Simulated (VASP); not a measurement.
# Al3Cu (P4/mmm) in VASP: notebook, part 2 of 2

VASP 6.6.1.

### Step 3. Single point, PBEsol (volume scaled by 0.97, then relaxed in part)

File INCAR:

```
SYSTEM = Al3Cu
  PREC = Accurate
  ENCUT = 520
  EDIFF = 1E-7
  ISMEAR = 0
  SIGMA = 0.1
  LREAL = .False.
  LASPH = .True.
  NELM = 100
  ALGO = Fast
  ISIF = 2
  LWAVE = .False.
  LCHARG = .False.
  GGA = PS
  NBANDS = 18
```

File KPOINTS:

```
regular mesh
0
Gamma
  16 16 6
  0 0 0
```

File POSCAR:

```
Al3Cu
1.0
    2.7525971046      0.0000000000      0.0000000000
    0.0000000000      2.7525971046      0.0000000000
    0.0000000000      0.0000000000      7.5207217869
Al Cu
3 1
Direct
    0.0000000000      0.0000000000      0.5000000000
    0.5000000000      0.5000000000      0.2220810407
    0.5000000000      0.5000000000      0.7779189593
    0.0000000000      0.0000000000      0.0000000000
```

Potentials or basis: VASP PAW PBE potentials, release 64 (Al, Cu).

Started as:

```sh
$ cat potpaw_PBE.64/Al/POTCAR potpaw_PBE.64/Cu/POTCAR > POTCAR
$ mpirun -np 1 vasp_std > vasp.out
```

OUTCAR:

```text
SYSTEM = Al3Cu
   PREC = Accurate
   ENCUT = 520
   EDIFF = 1E-7
   ISMEAR = 0
   LREAL = .False.
   LASPH = .True.
   NELM = 100
   ISIF = 2
   GGA = PS

 ion  position               nearest neighbor table
   1  0.000  0.000  0.500-   2 2.86   3 2.86   2 2.86   3 2.86   2 2.86   3 2.86   2 2.86   3 2.86

   2  0.500  0.500  0.222-   4 2.56   4 2.56   4 2.56   4 2.56   1 2.86   1 2.86   1 2.86   1 2.86
                             3 3.34
   3  0.500  0.500  0.778-   4 2.56   4 2.56   4 2.56   4 2.56   1 2.86   1 2.86   1 2.86   1 2.86
                             2 3.34
   4  0.000  0.000  0.000-   2 2.56   3 2.56   2 2.56   3 2.56   2 2.56   3 2.56   2 2.56   3 2.56
[... 708 lines left out ...]
  -------------------------------------------------------------------------------------
  Total        1.2118072      1.2118072      1.2139266      0.0000000      0.0000000      0.0000000
  in kB       34.0721305     34.0721305     34.1317209      0.0000000      0.0000000      0.0000000
  external PRESSURE =      34.0919939 kB  Pullay stress =       0.0000000 kB

 VOLUME and BASIS-vectors are now :
 -----------------------------------------------------------------------------
  energy-cutoff  :      520.00
  volume of cell :       56.98
      direct lattice vectors                 reciprocal lattice vectors
     2.752597105  0.000000000  0.000000000     0.363293269  0.000000000  0.000000000
     0.000000000  2.752597105  0.000000000     0.000000000  0.363293269  0.000000000
     0.000000000  0.000000000  7.520721787     0.000000000  0.000000000  0.132965961

 POSITION                                       TOTAL-FORCE (eV/Angst)
 -----------------------------------------------------------------------------------
      0.00000      0.00000      3.76036         0.000000      0.000000      0.000000
      1.37630      1.37630      1.67021        -0.000000      0.000000      0.022076
      1.37630      1.37630      5.85051         0.000000      0.000000     -0.022076
      0.00000      0.00000      0.00000         0.000000      0.000000      0.000000
 -----------------------------------------------------------------------------------
    total drift:                               -0.000000     -0.000000     -0.000000

  FREE ENERGIE OF THE ION-ELECTRON SYSTEM (eV)
  ---------------------------------------------------
  free  energy   TOTEN  =       -16.9391794560 eV

  energy  without entropy=      -16.9310892331  energy(sigma->0) =      -16.93513434
```

Run time: 2.1 min. Hardware: 1 thread of AMD EPYC 9R45 (Zen 5), shared host; peak memory 0.25 GiB.

What came out:

- Free energy: -16.9392 eV
- Pressure: 3.4 GPa
- Largest force: 0.022 eV/Å
- Band gap on the k mesh: zero (band 10 reaches 13.03 eV, above the bottom of band 11 at 6.84 eV)

Forces on the atoms (eV/Å):
```
Al   0.000  0.000  0.000
Al   0.000  0.000  0.022
Al   0.000  0.000 -0.022
Cu   0.000  0.000  0.000
```

Caveat: the PAW data sets were made with another functional, which shifts forces and pressure a little.

### Step 4. Single point, PBEsol (volume scaled by 1.03, then relaxed in part)

File INCAR:

```
PREC = Accurate ; ENCUT = 520
EDIFF = 1E-6 ; ISMEAR = 0
SIGMA = 0.1 ; LREAL = F
LASPH = T ; NELM = 100
ALGO = Fast ; ISIF = 2
LWAVE = F ; LCHARG = F
GGA = PS ; NBANDS = 18
```

File KPOINTS:

```
Automatic mesh
0
Gamma
  16 16 6
```

File POSCAR:

```
Al3Cu
1.0
    2.8062730438      0.0000000000      0.0000000000
    0.0000000000      2.8062730438      0.0000000000
    0.0000000000      0.0000000000      7.6833472542
Al Cu
3 1
Direct
    0.0000000000      0.0000000000      0.5000000000
    0.5000000000      0.5000000000      0.2192985490
    0.5000000000      0.5000000000      0.7807014510
    0.0000000000      0.0000000000      0.0000000000
```

Started as:

```sh
$ cat potpaw_PBE.64/Al/POTCAR potpaw_PBE.64/Cu/POTCAR > POTCAR
$ mpirun -np 1 vasp_std > vasp.out
```

Run time: 2.6 min. Hardware: 1 thread of AMD EPYC 9R45 (Zen 5), shared host; peak memory 0.29 GiB.

It converged, with:

```
Free energy            : -16.9453 eV
Pressure               : -2.6 GPa
Largest force          : 0.021 eV/Å
Band gap on the k mesh : zero (band 10 reaches 12.16 eV, above the bottom of band 11 at 6.16 eV)
```

Forces in eV/Å, atoms in the order of the input:
```
Al   0.000  0.000  0.000
Al   0.000  0.000  0.021
Al   0.000  0.000 -0.021
Cu   0.000  0.000  0.000
```

Levels at points of the mesh, in eV from the Fermi level:
| k point | band 7 | band 8 | band 9 | band 10 | band 11 | band 12 | band 13 | band 14 |
| --- | --- | --- | --- | --- | --- | --- | --- | --- |
| (0.00, 0.00, 0.00) | -3.60 | -3.23 | -1.78 | 0.39 | 6.39 | 6.50 | 6.50 | 7.87 |
| (0.50, 0.00, 0.00) | -3.68 | -3.64 | -3.50 | -2.36 | -1.93 | 2.60 | 3.77 | 3.79 |
| (0.50, 0.50, 0.00) | -2.45 | -0.41 | -0.39 | 0.13 | 0.13 | 0.53 | 0.53 | 0.80 |
| (0.00, 0.00, 0.50) | -3.60 | -3.48 | -3.23 | 3.91 | 5.40 | 6.39 | 7.09 | 7.09 |
| (0.50, 0.00, 0.50) | -3.68 | -3.50 | -2.61 | -1.07 | -0.99 | 0.06 | 0.67 | 8.42 |
| (0.50, 0.50, 0.50) | -1.81 | -1.55 | -1.55 | -0.51 | -0.45 | 0.62 | 1.44 | 3.30 |

Caveat: the PAW data sets were made with another functional, which shifts forces and pressure a little.

### Step 5. Summary

| cell | further INCAR settings | gap on the mesh (eV) | pressure (GPa) | largest force (eV/Å) |
| --- | --- | --- | --- | --- |
| a = 2.725, b = 2.725, c = 7.438 Å, 4 atoms | ALGO = Fast; EDIFF = 1e-06; NBANDS = 18 | none | 7.1 | 0.02 |
| a = 2.753, b = 2.753, c = 7.521 Å, 4 atoms | ALGO = Fast; EDIFF = 1e-07; NBANDS = 18 | none | 3.4 | 0.02 |
| a = 2.806, b = 2.806, c = 7.683 Å, 4 atoms | ALGO = Fast; EDIFF = 1e-06; NBANDS = 18 | none | -2.6 | 0.02 |

Alike in all rows: task single point; level PBEsol; potentials or basis VASP PAW PBE potentials, release 64 (Al, Cu); no spin polarisation; k mesh 16 × 16 × 6; cutoff (eV) 520; smearing gaussian 0.1 eV.

Caveats: the PAW data sets were made with another functional, which shifts forces and pressure a little.

Absolute energies hang on the potentials; compare differences alone.
